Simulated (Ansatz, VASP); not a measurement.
**Cu in VASP and in Ansatz**

File INCAR:

```
SYSTEM = Cu
  PREC = Accurate
  ENCUT = 520
  EDIFF = 1E-6
  ISMEAR = -1
  SIGMA = 0.1
  LREAL = .FALSE.
  LASPH = .TRUE.
  NELM = 80
  ALGO = Normal
  ISIF = 2
  LWAVE = .FALSE.
  LCHARG = .FALSE.
  GGA = B5
  ALDAX = 1.0
  AGGAX = 1.0
  AGGAC = 1.0
  ALDAC = 0.0
  NBANDS = 18
```

Contents of KPOINTS:

```
regular mesh
0
G
  15 15 8
  0 0 0
```

The input POSCAR:

```
Cu
1.0
    2.7181596347      0.0000000000      0.0000000000
   -1.3590798174      2.3539952952      0.0000000000
    0.0000000000      0.0000000000      4.4555041147
Cu
2
Direct
    0.3333333333      0.6666666667      0.2500000000
    0.6666666667      0.3333333333      0.7500000000
```

Input for Ansatz:

```yaml
crystal:
  lattice:
    - [2.7181596347, 0.0, 0.0]
    - [-1.3590798174, 2.3539952952, 0.0]
    - [0.0, 0.0, 4.4555041147]
  atoms:
    - { symbol: Cu, position: [0.3333333333, 0.6666666667, 0.25] }
    - { symbol: Cu, position: [0.6666666667, 0.3333333333, 0.75] }
hamiltonian:
  xc: blyp
  pseudopotentials:
    kind: paw
    azcp:
      Cu: "pseudopotentials/Cu.paw.azcp"
basis:
  ecutwfc: 420
  fft_grid_basis: typed
kpoints:
  mp_grid: { grid: [15, 15, 8], shift: [0, 0, 0] }
magnetization:
  spin_polarized: false
scf:
  occupations: { method: fermi_dirac, width: 0.1 }
  lower_state_search: "off"
output:
  stress: true
```

Alike in both runs: task single point; functional BLYP; k mesh 15 × 15 × 8; occupations fermi-dirac, width 0.1 eV; no spin polarisation.

|  | VASP | Ansatz |
| --- | --- | --- |
| version | VASP 6.6.1 | Ansatz 0.2.0 |
| potentials or method | VASP PAW PBE potentials, release 64 (Cu), cutoff 520 eV | plane waves (420 eV) with PAW, scalar-relativistic |
| valence electrons in the cell | 22 | 38 |

```tsv
	VASP	Ansatz	Ansatz less VASP
pressure (GPa)	-9.3	-9.8	-0.52
traceless stress, the component that is largest in VASP (GPa)	0.62	0.65	+0.034
```

VASP's potentials were made for PBE, not for BLYP. VASP's potentials hold 22 valence electrons a cell and Ansatz's 38, so a difference there can come from the potentials and not from the codes.
